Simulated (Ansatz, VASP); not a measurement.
# Two plane-wave programs on AlRu

```
Ru Al
1.0
     2.82655    0.00000    0.00000
    -1.41328    2.44787    0.00000
     0.00000    0.00000    7.67810
Ru Al
2 2
Direct
  0.00000 0.00000 0.00000
  0.00000 0.00000 0.50000
  0.33333 0.66667 0.25000
  0.66667 0.33333 0.75000
```

Change from the starting cell: volume scaled by 0.94, PAW files.

Alike in both runs: task single point; functional PBE; k mesh 11 × 11 × 6; occupations fermi-dirac, width 0.08 eV; no spin polarisation.

|  | VASP | Ansatz |
| --- | --- | --- |
| version | VASP 6.6.1 | Ansatz 0.2.0 |
| potentials or method | VASP PAW PBE potentials, release 64 (Ru_pv, Al) | PAW with Ansatz's default frozen-core files, scalar-relativistic |
| plane-wave cutoff (eV) | 520 | 420 |
| valence electrons in the cell | 34 | 38 |

|  | VASP | Ansatz | Ansatz less VASP |
| --- | --- | --- | --- |
| pressure (GPa) | 13.4 | 13.4 | +0.03 |

VASP's potentials hold 34 valence electrons a cell and Ansatz's 38, so a difference there can come from the potentials and not from the codes.
